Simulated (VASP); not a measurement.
Set up this calculation in VASP 6.6.1, as the native input.

- Task: single point
- Functional: PBE
- Potentials or basis: VASP PAW PBE potentials, release 64 (Li_sv, Cl)
- Cutoff: 520 eV
- k mesh: 8 × 8 × 8
- Occupations: gaussian, width 0.05 eV
- Spin: no spin polarisation
- Dipole correction: no
- Further INCAR settings: ALGO = Normal; EDIFF = 1e-06; NBANDS = 12

The structure of LiCl lies in POSCAR:

```
LiCl
1.0
   -0.0256476000      2.5647600000      2.5647600000
    2.5391124000      0.0000000000      2.5391124000
    2.5647600000      2.5647600000     -0.0256476000
Li Cl
1 1
Direct
    0.0000000000      0.0000000000      0.0000000000
    0.5000000000      0.5000000000      0.5000000000
```

This cell differs from its parent crystal: strain -0.0200 x Voigt [0, 0, 0, 0, 1, 0].

One way to write it, as run:

INCAR

```
PREC = Accurate
ENCUT = 520
EDIFF = 1E-6
ISMEAR = 0
SIGMA = 0.05
LREAL = False
LASPH = True
NELM = 80
ALGO = Normal
ISIF = 2
LWAVE = False
LCHARG = False
GGA = PE
NBANDS = 12
```

KPOINTS

```
Automatic mesh
0
Gamma
  8 8 8
```

Potentials or basis: VASP PAW PBE potentials, release 64 (Li_sv, Cl).

Run with:

```sh
$ cat potpaw_PBE.64/Li_sv/POTCAR potpaw_PBE.64/Cl/POTCAR > POTCAR
$ mpirun -np 1 vasp_std > vasp.out
```

Results of the run:

| Quantity | Value |
| --- | --- |
| Band gap on the k mesh | 6.28 eV, direct |

Caveat: the cell differs from its parent crystal (strain -0.0200 x Voigt [0, 0, 0, 0, 1, 0]).

It took 38 s on 1 thread of AMD EPYC 7R43 64-Core Processor (Zen 3), with other jobs on the host, peak memory 0.13 GiB.
